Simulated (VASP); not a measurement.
# Na (Im-3m) in VASP: a series of runs, part 2 of 2

VASP 6.6.1. Earlier steps stand in the parts before.

### Step 5. Relaxation of cell and atoms, LDA

This run uses another cell than the first one, of 33.23 Å³/atom.

File INCAR:

```
PREC = Accurate
ENCUT = 600
EDIFF = 1E-7
ISMEAR = 0
SIGMA = 0.1
LREAL = False
LASPH = True
NELM = 100
ALGO = Normal
ISIF = 3
LWAVE = False
LCHARG = False
GGA = CA
IBRION = 2
NSW = 100
EDIFFG = -0.005
```

File KPOINTS:

```
regular mesh
0
Gamma
  14 14 14
```

File POSCAR:

```
Na
1.0
   -2.0253089380      2.0253089380      2.0253089380
    2.0253089380     -2.0253089380      2.0253089380
    2.0253089380      2.0253089380     -2.0253089380
Na
1
Direct
    0.0000000000      0.0000000000      0.0000000000
```

Potentials or basis: VASP PAW LDA potentials, release 64 (Na_pv).

Run with:

```sh
$ cat potpaw_LDA.64/Na_pv/POTCAR > POTCAR
$ mpirun -np 1 vasp_std > vasp.out
```

OUTCAR:

```text
PREC = Accurate
   ENCUT = 600
   EDIFF = 1E-7
   ISMEAR = 0
   LREAL = False
   LASPH = True
   NELM = 100
   ISIF = 3
   GGA = CA
   IBRION = 2
   NSW = 100
   EDIFFG = -0.005

 ion  position               nearest neighbor table
   1  0.000  0.000  0.000-

  LATTYP: Found a body centered cubic cell.
 ALAT       =     4.0506178760

  Lattice vectors:

 A1 = (  -2.0253089380,   2.0253089380,   2.0253089380)
 A2 = (   2.0253089380,  -2.0253089380,   2.0253089380)
[... 414 lines left out ...]
      1     -24.4209      2.00000
      2     -24.4126      2.00000
      3     -24.3868      2.00000
      4       2.2992      0.00000
      5       2.7436      0.00000
      6       4.1234      0.00000
      7       9.0372      0.00000

 [... further k-points ...]
[... 5 lines left out ...]
  --------------------------------------------------------------------------------------
  -------------------------------------------------------------------------------------
  Total        0.0005497      0.0005497      0.0005497     -0.0000000      0.0000000     -0.0000000
  in kB        0.0265040      0.0265040      0.0265040     -0.0000000      0.0000000     -0.0000000
  external PRESSURE =       0.0265040 kB  Pullay stress =       0.0000000 kB

 VOLUME and BASIS-vectors are now :
 -----------------------------------------------------------------------------
  energy-cutoff  :      600.00
  volume of cell :       33.23
      direct lattice vectors                 reciprocal lattice vectors
    -2.025308938  2.025308938  2.025308938     0.000000000  0.246875916  0.246875916
     2.025308938 -2.025308938  2.025308938     0.246875916  0.000000000  0.246875916
     2.025308938  2.025308938 -2.025308938     0.246875916  0.246875916  0.000000000

 POSITION                                       TOTAL-FORCE (eV/Angst)
 -----------------------------------------------------------------------------------
      0.00000      0.00000      0.00000         0.000000     -0.000000     -0.000000
 -----------------------------------------------------------------------------------
    total drift:                                0.000000     -0.000000     -0.000000

  FREE ENERGIE OF THE ION-ELECTRON SYSTEM (eV)
  ---------------------------------------------------
  free  energy   TOTEN  =        -1.4553398275 eV

  energy  without entropy=       -1.4524164074  energy(sigma->0) =       -1.45387812

 reached required accuracy - stopping structural energy minimisation
```

OSZICAR:

```text
N       E                     dE             d eps       ncg     rms          rms(c)
DAV:   1     0.215570202254E+02    0.21557E+02   -0.41432E+03  1456   0.930E+02
DAV:   2    -0.105112792896E+01   -0.22608E+02   -0.22604E+02  1512   0.142E+02
DAV:   3    -0.145465610537E+01   -0.40353E+00   -0.40352E+00  1848   0.277E+01
DAV:   4    -0.145751685472E+01   -0.28607E-02   -0.28607E-02  1778   0.211E+00
DAV:   5    -0.145755421425E+01   -0.37360E-04   -0.37360E-04  1918   0.208E-01    0.209E-01
DAV:   6    -0.145615182806E+01    0.14024E-02   -0.93826E-04  1729   0.540E-01    0.135E-01
DAV:   7    -0.145535494850E+01    0.79688E-03   -0.13386E-03  1568   0.541E-01    0.220E-02
DAV:   8    -0.145533949490E+01    0.15454E-04   -0.95531E-05  1610   0.222E-01    0.248E-03
DAV:   9    -0.145533977599E+01   -0.28109E-06   -0.39993E-07  1764   0.887E-03    0.108E-03
DAV:  10    -0.145533982749E+01   -0.51497E-07   -0.75200E-08  1526   0.311E-03
   1 F= -.14553398E+01 E0= -.14538781E+01  d E =-.145534E+01
```

CONTCAR:

```text
Na
   1.00000000000000
    -2.0253089379999998    2.0253089379999998    2.0253089379999998
     2.0253089379999998   -2.0253089379999998    2.0253089379999998
     2.0253089379999998    2.0253089379999998   -2.0253089379999998
  Na
     1
Direct
     0.0000000000000000    0.0000000000000000    0.0000000000000000

  0.00000000E+00  0.00000000E+00  0.00000000E+00
```

Run time: 16 s. Hardware: 1 thread of Intel Xeon 6975P-C (Granite Rapids), shared host; peak memory 0.14 GiB.

Results:

```yaml
Free_energy: -1.4553 eV
Pressure_after_relaxing: 0.0 GPa
Band_gap_on_the_k_mesh: zero (an odd number of electrons rules out a gap without spin polarisation)
```

Final structure:
```
Na
1.0
    -2.02531    2.02531    2.02531
     2.02531   -2.02531    2.02531
     2.02531    2.02531   -2.02531
Na
1
Cartesian
  0.0000 0.0000 0.0000
```

### Step 6. Relaxation of cell and atoms, LDA

File INCAR:

```
  PREC = Accurate
  ENCUT = 600
  EDIFF = 1E-6
  ISMEAR = 0
  SIGMA = 0.1
  LREAL = False
  LASPH = True
  NELM = 60
  ALGO = Normal
  ISIF = 3
  LWAVE = False
  LCHARG = False
  IBRION = 2
  NSW = 100
  EDIFFG = -0.005
```

KPOINTS is that of step 5.

File POSCAR:

```
Na
1.0
   -2.1040268000      2.1040268000      2.1040268000
    2.1040268000     -2.1040268000      2.1040268000
    2.1040268000      2.1040268000     -2.1040268000
Na
1
Direct
    0.0000000000      0.0000000000      0.0000000000
```

Potentials or basis: VASP PAW LDA potentials, release 64 (Na_pv).

Run with:

```sh
$ cat potpaw_LDA.64/Na_pv/POTCAR > POTCAR
$ mpirun -np 1 vasp_std > vasp.out
```

OUTCAR:

```text
PREC = Accurate
   ENCUT = 600
   EDIFF = 1E-6
   ISMEAR = 0
   LREAL = False
   LASPH = True
   NELM = 60
   ISIF = 3
   IBRION = 2
   NSW = 100
   EDIFFG = -0.005

 ion  position               nearest neighbor table
   1  0.000  0.000  0.000-

  LATTYP: Found a body centered cubic cell.
 ALAT       =     4.2080536000

  Lattice vectors:

 A1 = (  -2.1040268000,   2.1040268000,   2.1040268000)
 A2 = (   2.1040268000,  -2.1040268000,   2.1040268000)
 A3 = (   2.1040268000,   2.1040268000,  -2.1040268000)

Analysis of symmetry for initial positions (statically):
=====================================================================
 Subroutine PRICEL returns:
 Original cell was already a primitive cell.

 Routine SETGRP: Setting up the symmetry group for a
 body centered cubic supercell.

 Subroutine GETGRP returns: Found 48 space group operations
 (whereof 48 operations were pure point group operations)
 out of a pool of 48 trial point group operations.

The static configuration has the point symmetry O_h .

Analysis of symmetry for dynamics (positions and initial velocities):
[... 166 lines left out ...]
  -------------------------------------------------------------------------------------
  Total       -0.1980912     -0.1980912     -0.1980912      0.0000000      0.0000000      0.0000000
  in kB       -8.5184771     -8.5184771     -8.5184771      0.0000000      0.0000000      0.0000000
  external PRESSURE =      -8.5184771 kB  Pullay stress =       0.0000000 kB
[... 57 lines left out ...]
--------------------------------------- Ionic step        3  -------------------------------------------

 number of electron       6.9999995 magnetization

 Free energy of the ion-electron system (eV)
  ---------------------------------------------------
  ext. energy  EPLUGINS =         0.00000000
  ---------------------------------------------------
  free energy    TOTEN  =        -1.45569865 eV

  energy without entropy =       -1.45277741  energy(sigma->0) =       -1.45423803

 E-fermi :   0.4623     XC(G=0):  -7.0498

 val. band max:        0.4344614893   @ k =  -0.3571   0.4286   0.1429
 cond. band min:       0.5212122981   @ k =   0.3571   0.0714   0.0714
 fundamental gap:      0.0867508088
 Fermi energy:         0.4623430221

 k-point     1 :       0.0000    0.0000    0.0000
  band No.  band energies     occupation
      1     -24.3708      2.00000
      2     -24.3708      2.00000
      3     -24.3708      2.00000
      4      -3.0364      2.00000
      5      12.8595      0.00000
      6      12.8595      0.00000
      7      12.8595      0.00000
[... 221 lines left out ...]
 k-point    24 :       0.3571    0.2857    0.0000
  band No.  band energies     occupation
      1     -24.4117      2.00000
      2     -24.4034      2.00000
      3     -24.3773      2.00000
      4       2.3092      0.00000
      5       2.7550      0.00000
      6       4.1386      0.00000
      7       9.0604      0.00000

 [... further k-points ...]
[... 5 lines left out ...]
  --------------------------------------------------------------------------------------
  -------------------------------------------------------------------------------------
  Total       -0.0047884     -0.0047884     -0.0047884     -0.0000000     -0.0000000      0.0000000
  in kB       -0.2314576     -0.2314576     -0.2314576     -0.0000000     -0.0000000      0.0000000
  external PRESSURE =      -0.2314576 kB  Pullay stress =       0.0000000 kB
[... 16 lines left out ...]
  FREE ENERGIE OF THE ION-ELECTRON SYSTEM (eV)
  ---------------------------------------------------
  free  energy   TOTEN  =        -1.4556986537 eV

  energy  without entropy=       -1.4527774086  energy(sigma->0) =       -1.45423803

 reached required accuracy - stopping structural energy minimisation
```

OSZICAR:

```text
N       E                     dE             d eps       ncg     rms          rms(c)
DAV:   1     0.237049978931E+02    0.23705E+02   -0.40991E+03  1463   0.911E+02
DAV:   2    -0.956928416235E+00   -0.24662E+02   -0.24650E+02  1491   0.148E+02
DAV:   3    -0.144164321254E+01   -0.48471E+00   -0.48470E+00  1981   0.306E+01
[... 19 lines left out ...]
DAV:   3    -0.146100477975E+01    0.75709E-01   -0.10818E-01  1484   0.667E+00    0.204E-01
DAV:   4    -0.145588959248E+01    0.51152E-02   -0.32171E-03  1463   0.134E+00    0.196E-02
DAV:   5    -0.145570327296E+01    0.18632E-03   -0.31728E-04  1568   0.419E-01    0.741E-03
DAV:   6    -0.145569873629E+01    0.45367E-05   -0.25032E-06  1323   0.220E-02    0.295E-04
DAV:   7    -0.145569865373E+01    0.82563E-07   -0.17518E-07   791   0.836E-03
   3 F= -.14556987E+01 E0= -.14542380E+01  d E =-.118027E-01
```

Wall time 51 s (1 thread of Intel Xeon 6975P-C (Granite Rapids), shared host); peak memory 0.16 GiB.

What came out:

* Free energy: -1.4557 eV
* Relaxed volume: 33.15 Å³/atom
* Relaxed cell: a = 3.505 Å, b = 3.505 Å, c = 3.505 Å, α = 109.47°, β = 109.47°, γ = 109.47°
* Space group after relaxing (to 0.1 Å): Im-3m (No. 229)
* Energy gained by relaxing: 11.8 meV/atom
* Ionic steps: 3
* Pressure after relaxing: 0.0 GPa
* Band gap on the k mesh: zero (an odd number of electrons rules out a gap without spin polarisation)

Step by step:
| step | energy change (eV) | largest force (eV/Å) | pressure (GPa) | volume (Å³) |
| --- | --- | --- | --- | --- |
| 1 | 0.0000 | 0.0000 | -0.85 | 37.26 |
| 2 | -0.0051 | 0.0000 | -0.69 | 36.20 |
| 3 | -0.0118 | 0.0000 | -0.02 | 33.15 |

Final structure:
```
CELL_PARAMETERS angstrom
-2.02360 2.02360 2.02360
2.02360 -2.02360 2.02360
2.02360 2.02360 -2.02360
ATOMIC_POSITIONS crystal
Na 0.00000 0.00000 0.00000
```

### Step 7. Overview

```csv
task,cell,k mesh,cutoff (eV),gap on the mesh (eV),pressure (GPa),relaxed volume (Å³/atom)
single point,"a = 3.644 Å, angles 109.5°, 1 atom",6 × 6 × 6,520,none,-0.7,-
single point,"a = 3.508 Å, angles 109.5°, 1 atom",14 × 14 × 14,520,none,-0.2,-
relaxation of cell and atoms,"relaxed from a = 3.508 Å, angles 109.5°, 1 atom",14 × 14 × 14,600,none,0.0,33.23
relaxation of cell and atoms,"relaxed from a = 3.644 Å, angles 109.5°, 1 atom",14 × 14 × 14,600,none,0.0,33.15
```

Alike in all rows: level LDA; potentials or basis VASP PAW LDA potentials, release 64 (Na_pv); no spin polarisation; smearing gaussian 0.1 eV.

Total energies depend on the potentials used, so only differences within one code and one set of settings carry meaning.

The gap in the log of VASP goes by the Fermi energy; the results here count the filled bands.